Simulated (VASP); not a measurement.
A run of VASP 6.6.1 is set up as follows.

File INCAR:

```
SYSTEM = Ti5C
  ALGO = Normal
  EDIFF = 1E-6
  EDIFFG = -0.04
  ENCUT = 600
  GGA = PE
  IBRION = 2
  ISIF = 3
  ISMEAR = 0
  LASPH = .TRUE.
  LCHARG = .FALSE.
  LREAL = .FALSE.
  LWAVE = .FALSE.
  NELM = 60
  NSW = 90
  PREC = Accurate
  SIGMA = 0.1
```

File KPOINTS:

```
k-points
0
G
  4 4 4
  0 0 0
```

File POSCAR:

```
Ti5C
1.0
    0.0000000000      3.5086662300      3.5086662300
    3.5086662300      0.0000000000      3.5086662300
    3.5086662300      3.5086662300      0.0000000000
Ti C
5 1
Direct
    0.3719714300      0.8760095200      0.8760095200
    0.8760095200      0.8760095200      0.8760095200
    0.2500000000      0.2500000000      0.2500000000
    0.8760095200      0.8760095200      0.3719714300
    0.8760095200      0.3719714300      0.8760095200
    0.5000000000      0.5000000000      0.5000000000
```

Potentials or basis: VASP PAW PBE potentials, release 64 (Ti_sv, C).

The run is started by

```console
$ cat potpaw_PBE.64/Ti_sv/POTCAR potpaw_PBE.64/C/POTCAR > POTCAR
$ mpirun -np 1 vasp_std > vasp.out
```

Q: Estimate the relaxed cell.

A: a = 5.125 Å, b = 5.125 Å, c = 5.125 Å, α = 60.00°, β = 60.00°, γ = 60.00°.

Q: Estimate the band gap on the k mesh.

A: Zero (bands 32 and 33 overlap by 0.40 eV).

Forces in eV/Å, atoms in the order of the input:
```
Ti   0.003 -0.003 -0.003
Ti   0.003  0.003  0.003
Ti   0.000  0.000  0.000
Ti  -0.003 -0.003  0.003
Ti  -0.003  0.003 -0.003
C    0.000  0.000  0.000
```

Caveat: the k points lie up to 0.38 Å⁻¹ apart in the final cell.
